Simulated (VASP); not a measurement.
# Nb (Im-3m) in VASP: notebook

Nb is run at these levels: PBE; tasks: single point, relaxation of volume and atoms at fixed shape.

Program: VASP 6.6.1. These are calculated values, not measurements. Logs are shortened: lines on timing, memory, paths and dates and some standing lists are left out, and cuts for length are marked.

### Step 1. The cell of the first run

Symmetry: Im-3m, No. 229, cubic system. Conventional cell: a = 3.312 Å, b = 3.312 Å, c = 3.312 Å, α = 90.00°, β = 90.00°, γ = 90.00°. Nb (site symmetry m-3m) has 14 Nb at 2.87 to 3.31 Å within 3.8 Å.

### Step 2. Single point, PBE

File INCAR:

```
ALGO = Normal ; EDIFF = 1E-6
ENCUT = 520 ; GGA = PE
ISIF = 2 ; ISMEAR = 0
LASPH = True ; LCHARG = False
LREAL = False ; LWAVE = False
NBANDS = 12 ; NELM = 80
PREC = Accurate ; SIGMA = 0.1
```

File KPOINTS:

```
k-points
0
Gamma
  10 10 10
```

File POSCAR:

```
Nb
1.0
   -1.6559686801      1.6559686801      1.6559686801
    1.6559686801     -1.6559686801      1.6559686801
    1.6559686801      1.6559686801     -1.6559686801
Nb
1
Direct
    0.0000000000      0.0000000000      0.0000000000
```

Potentials or basis: VASP PAW PBE potentials, release 64 (Nb_sv).

Run with:

```sh
cat potpaw_PBE.64/Nb_sv/POTCAR > POTCAR
mpirun -np 1 vasp_std > vasp.out
```

OUTCAR:

```text
EDIFF = 1E-6
   ENCUT = 520
   GGA = PE
   ISIF = 2
   ISMEAR = 0
   LASPH = True
   LREAL = False
   NELM = 80
   PREC = Accurate

 ion  position               nearest neighbor table
   1  0.000  0.000  0.000-

  LATTYP: Found a body centered cubic cell.
 ALAT       =     3.3119373602

  Lattice vectors:

 A1 = (  -1.6559686801,   1.6559686801,   1.6559686801)
 A2 = (   1.6559686801,  -1.6559686801,   1.6559686801)
 A3 = (   1.6559686801,   1.6559686801,  -1.6559686801)

Analysis of symmetry for initial positions (statically):
=====================================================================
 Subroutine PRICEL returns:
 Original cell was already a primitive cell.

 Routine SETGRP: Setting up the symmetry group for a
 body centered cubic supercell.

 Subroutine GETGRP returns: Found 48 space group operations
 (whereof 48 operations were pure point group operations)
 out of a pool of 48 trial point group operations.

The static configuration has the point symmetry O_h .

Analysis of symmetry for dynamics (positions and initial velocities):
=====================================================================
 Subroutine PRICEL returns:
 Original cell was already a primitive cell.

 Routine SETGRP: Setting up the symmetry group for a
 body centered cubic supercell.

 Subroutine GETGRP returns: Found 48 space group operations
 (whereof 48 operations were pure point group operations)
 out of a pool of 48 trial point group operations.

The dynamic configuration has the point symmetry O_h .

 Subroutine INISYM returns: Found 48 space group operations
 (whereof 48 operations are pure point group operations),
 and found     1 'primitive' translations

----------------------------------------------------------------------------------------

                                     Primitive cell

  volume of cell :      18.1642

  direct lattice vectors                    reciprocal lattice vectors
    -1.655968680  1.655968680  1.655968680     0.000000000  0.301938078  0.301938078
     1.655968680 -1.655968680  1.655968680     0.301938078  0.000000000  0.301938078
     1.655968680  1.655968680 -1.655968680     0.301938078  0.301938078  0.000000000

  length of vectors
     2.868221890  2.868221890  2.868221890     0.427004924  0.427004924  0.427004924

  position of ions in fractional coordinates (direct lattice)
     0.000000000  0.000000000  0.000000000

  ion indices of the primitive-cell ions
   primitive index   ion index
                 1           1

----------------------------------------------------------------------------------------

 KPOINTS: k-points

Automatic generation of k-mesh.
 Grid dimensions read from file:
 generate k-points for:   10   10   10

 Generating k-lattice:

  Cartesian coordinates                     Fractional coordinates (reciprocal lattice)
     0.000000000  0.030193808  0.030193808     0.100000000  0.000000000  0.000000000
     0.030193808  0.000000000  0.030193808     0.000000000  0.100000000  0.000000000
     0.030193808  0.030193808  0.000000000     0.000000000  0.000000000  0.100000000

  Length of vectors
     0.042700492  0.042700492  0.042700492

  Shift w.r.t. Gamma in fractional coordinates (k-lattice)
     0.000000000  0.000000000  0.000000000

 Subroutine IBZKPT returns following result:
 ===========================================

 Found     47 irreducible k-points:

 Following reciprocal coordinates:
            Coordinates               Weight
  0.000000  0.000000  0.000000      1.000000
  0.100000  0.000000  0.000000     12.000000
  0.200000  0.000000  0.000000     12.000000
  0.300000  0.000000  0.000000     12.000000
  0.400000  0.000000  0.000000     12.000000
  0.500000  0.000000  0.000000      6.000000
[... 16 lines left out ...]
  0.300000  0.300000  0.100000      8.000000
 -0.300000  0.300000  0.100000     24.000000
 [... further k-points ...]
   k-points           NKPTS =     47   k-points in BZ     NKDIM =     47   number of bands    NBANDS=     12
   number of dos      NEDOS =    301   number of ions     NIONS =      1
   total plane-waves  NPLWV =  13824
   dimension x,y,z NGX =    24 NGY =   24 NGZ =   24
   dimension x,y,z NGXF=    48 NGYF=   48 NGZF=   48
   ions per type =               1
   NGX,Y,Z   is equivalent  to a cutoff of  13.91, 13.91, 13.91 a.u.
   NGXF,Y,Z  is equivalent  to a cutoff of  27.82, 27.82, 27.82 a.u.
 SYSTEM =  unknown system
   PREC   = accura    normal or accurate (medium, high low for compatibility)
   ISTART =      0    job   : 0-new  1-cont  2-samecut
   ICHARG =      2    charge: 1-file 2-atom 10-const
   ISPIN  =      1    spin polarized calculation?
   LNONCOLLINEAR =      F non collinear calculations
   LSORBIT =      F    spin-orbit coupling
   LASPH  =      T    aspherical Exc in radial PAW
   ENCUT  =  520.0 eV  38.22 Ry    6.18 a.u.   5.33  5.33  5.33*2*pi/ulx,y,z
   NELM   =     80;   NELMIN=  2; NELMDL= -5     # of ELM steps
   EDIFF  = 0.1E-05   stopping-criterion for ELM
   LREAL  =      F    real-space projection
   EDIFFG = 0.1E-04   stopping-criterion for IOM
   NSW    =      0    number of steps for IOM
   IBRION =     -1    ionic relax: 0-MD 1-quasi-New 2-CG
   NFREE  =      0    steps in history (QN), initial steepest desc. (CG)
   ISIF   =      2    stress and relaxation
   ISYM   =      2    0-nonsym 1-usesym 2-fastsym
   POTIM  = 0.5000    time-step for ionic-motion
   TEBEG  =    0.0;   TEEND  =   0.0 temperature during run
   PSTRESS=    0.0 pullay stress
   NELECT =      13.0000    total number of electrons
   NUPDOWN=      -1.0000    fix difference up-down
   EMIN   =  10.00;   EMAX   =-10.00  energy-range for DOS
   EFERMI =   0.00;   METHOD = LEGACY
   ISMEAR =     0;   SIGMA  =   0.10  broadening in eV -4-tet -1-fermi 0-gaus
   EFERMI_NEDOS =   21; number of points for ismear=-14 and -15
   IALGO  =     38    algorithm
   IMIX   =      4    mixing-type and parameters
     AMIX     =   0.40;   BMIX     =  1.00
     AMIX_MAG =   1.60;   BMIX_MAG =  1.00
  volume/ion in A,a.u.               =      18.16       122.58
  Fermi-wavevector in a.u.,A,eV,Ry     =   1.464369  2.767256 29.176011  2.144376
  Thomas-Fermi vector in A             =   2.580353
   LORBIT       =      0    0 simple, 1 ext, 2 COOP (PROOUT), +10 PAW based schemes
   GGA     = PE    functional components
   LHFCALC =     F    Hartree Fock is set to
   AEXX    =    0.0000 exact exchange contribution
   IVDW    =     0    specifies the selected vdW correction
   LEPSILON=     F    determine dielectric tensor
   LRPA    =     F    only Hartree local field effects (RPA)
 non-spin polarized calculation
 Gauss-broadening in eV      SIGMA  =   0.10
  energy-cutoff  :      520.00
  volume of cell :       18.16
 maximum number of plane-waves:       498
 NGX is ok and might be reduce to    24
   NGX = 11   NGY = 11   NGZ = 11

 number of electron      13.0000000 magnetization

 Free energy of the ion-electron system (eV)
  ---------------------------------------------------
  ext. energy  EPLUGINS =         0.00000000
  ---------------------------------------------------
  free energy    TOTEN  =       -10.19695466 eV

  energy without entropy =      -10.18819554  energy(sigma->0) =      -10.19257510

 E-fermi :  11.0829     XC(G=0): -12.4559

 val. band max:       11.0561048016   @ k =   0.2000   0.0000   0.0000
 cond. band min:      11.1219332116   @ k =  -0.2000   0.2000   0.1000
 fundamental gap:      0.0658284100
 Fermi energy:        11.0828997629

 k-point     1 :       0.0000    0.0000    0.0000
  band No.  band energies     occupation
      1     -43.3082      2.00000
      2     -18.6241      2.00000
      3     -18.6241      2.00000
      4     -18.6241      2.00000
      5       5.1336      2.00000
      6      11.4355      0.00000
      7      11.4355      0.00000
      8      11.4355      0.00000
      9      14.3174      0.00000
     10      14.3174      0.00000
     11      25.2590      0.00000
     12      25.2590      0.00000

 k-point     2 :       0.1000    0.0000    0.0000
  band No.  band energies     occupation
      1     -43.2860      2.00000
      2     -18.7595      2.00000
      3     -18.6654      2.00000
      4     -18.6252      2.00000
      5       5.5346      2.00000
      6      11.1930      0.11936
      7      11.3633      0.00007
      8      11.8237      0.00000
      9      13.9860      0.00000
     10      14.3215      0.00000
     11      25.5645      0.00000
     12      25.9574      0.00000

 k-point     3 :       0.2000    0.0000    0.0000
  band No.  band energies     occupation
      1     -43.2274      2.00000
      2     -19.1038      2.00000
      3     -18.7719      2.00000
      4     -18.6281      2.00000
      5       6.5435      2.00000
      6      10.6246      2.00000
      7      11.0561      1.29527
      8      12.9405      0.00000
      9      13.7174      0.00000
     10      14.3865      0.00000
     11      25.7899      0.00000
     12      27.2231      0.00000
[... 286 lines left out ...]
 k-point    23 :       0.3000    0.3000    0.1000
  band No.  band energies     occupation
      1     -43.0516      2.00000
      2     -19.4702      2.00000
      3     -19.4702      2.00000
      4     -18.9127      2.00000
      5       9.0339      2.00000
      6      10.3203      2.00000
      7      10.3203      2.00000
      8      14.9814      0.00000
      9      14.9814      0.00000
     10      20.7769      0.00000
     11      22.0738      0.00000
     12      22.0738      0.00000

 k-point    24 :      -0.3000    0.3000    0.1000
  band No.  band energies     occupation
      1     -43.1361      2.00000
      2     -19.4922      2.00000
      3     -18.9470      2.00000
      4     -18.7298      2.00000
      5       7.7635      2.00000
      6      10.4028      2.00000
      7      10.7875      1.99997
      8      13.1440      0.00000
      9      14.4885      0.00000
     10      15.2427      0.00000
     11      24.8537      0.00000
     12      26.6561      0.00000

 [... further k-points ...]
[... 5 lines left out ...]
  --------------------------------------------------------------------------------------
  -------------------------------------------------------------------------------------
  Total       -0.0328353     -0.0328353     -0.0328353      0.0000000      0.0000000     -0.0000000
  in kB       -2.8962434     -2.8962434     -2.8962434      0.0000000      0.0000000     -0.0000000
  external PRESSURE =      -2.8962434 kB  Pullay stress =       0.0000000 kB

 VOLUME and BASIS-vectors are now :
 -----------------------------------------------------------------------------
  energy-cutoff  :      520.00
  volume of cell :       18.16
      direct lattice vectors                 reciprocal lattice vectors
    -1.655968680  1.655968680  1.655968680     0.000000000  0.301938078  0.301938078
     1.655968680 -1.655968680  1.655968680     0.301938078  0.000000000  0.301938078
     1.655968680  1.655968680 -1.655968680     0.301938078  0.301938078  0.000000000

 POSITION                                       TOTAL-FORCE (eV/Angst)
 -----------------------------------------------------------------------------------
      0.00000      0.00000      0.00000        -0.000000     -0.000000      0.000000
 -----------------------------------------------------------------------------------
    total drift:                                0.000000      0.000000      0.000000

  FREE ENERGIE OF THE ION-ELECTRON SYSTEM (eV)
  ---------------------------------------------------
  free  energy   TOTEN  =       -10.1969546577 eV

  energy  without entropy=      -10.1881955385  energy(sigma->0) =      -10.19257510
```

Run time: 5.6 s. Hardware: 1 thread of AMD EPYC 9R45 (Zen 5), shared host; peak memory 0.11 GiB.

Results:

```
Free energy            : -10.1970 eV
Pressure               : -0.3 GPa
Band gap on the k mesh : zero (an odd number of electrons rules out a gap without spin polarisation)
```

### Step 3. Relaxation of volume and atoms at fixed shape, PBE

This run uses another cell than the first one, of 18.43 Å³/atom.

File INCAR:

```
PREC = Accurate
ENCUT = 600
EDIFF = 1E-7
ISMEAR = 0
SIGMA = 0.1
LREAL = False
LASPH = True
NELM = 60
ALGO = Normal
ISIF = 8
LWAVE = False
LCHARG = False
GGA = PE
IBRION = 2
NSW = 80
EDIFFG = -0.03
```

File KPOINTS:

```
regular mesh
0
Gamma
  10 10 10
```

File POSCAR:

```
Nb
1.0
   -1.6639500000      1.6639500000      1.6639500000
    1.6639500000     -1.6639500000      1.6639500000
    1.6639500000      1.6639500000     -1.6639500000
Nb
1
Direct
    0.0000000000      0.0000000000      0.0000000000
```

Potentials or basis: VASP PAW PBE potentials, release 64 (Nb_sv).

Run with:

```sh
cat potpaw_PBE.64/Nb_sv/POTCAR > POTCAR
mpirun -np 1 vasp_std > vasp.out
```

Run time: 15 s. Hardware: 1 thread of AMD EPYC 9R45 (Zen 5), shared host; peak memory 0.12 GiB.

Results (log left out):

| Property | Result |
| --- | --- |
| Free energy | -10.1970 eV |
| Relaxed volume | 18.14 Å³/atom |
| Relaxed cell | a = 2.867 Å, b = 2.867 Å, c = 2.867 Å, α = 109.47°, β = 109.47°, γ = 109.47° |
| Space group after relaxing (to 0.1 Å) | Im-3m (No. 229) |
| Energy gained by relaxing | 2.4 meV/atom |
| Ionic steps | 3 |
| Pressure after relaxing | 0.0 GPa |
| Band gap on the k mesh | zero (an odd number of electrons rules out a gap without spin polarisation) |

Step by step:
| step | energy change (eV) | largest force (eV/Å) | pressure (GPa) | volume (Å³) |
| --- | --- | --- | --- | --- |
| 1 | 0.0000 | 0.0000 | -2.58 | 18.43 |
| 2 | 0.0046 | 0.0000 | 4.68 | 17.65 |
| 3 | -0.0024 | 0.0000 | -0.02 | 18.14 |

Final structure:
```
Nb
1.0
    -1.65512    1.65512    1.65512
     1.65512   -1.65512    1.65512
     1.65512    1.65512   -1.65512
Nb
1
Direct
  0.00000 0.00000 0.00000
```

Levels at points of the mesh, in eV from the Fermi level:
```csv
k point,band 2,band 3,band 4,band 5,band 6,band 7,band 8,band 9,band 10
"(0.00, 0.00, 0.00)",-29.70,-29.70,-29.70,-5.95,0.35,0.35,0.35,3.24,3.24
"(0.50, 0.00, 0.00)",-31.03,-30.12,-29.71,-3.71,-1.65,2.23,3.27,3.94,6.30
"(0.50, 0.50, 0.50)",-30.61,-30.61,-30.61,-3.70,-3.70,5.54,5.54,5.54,9.00
```

The gap in the log of VASP goes by the Fermi energy; the results here count the filled bands.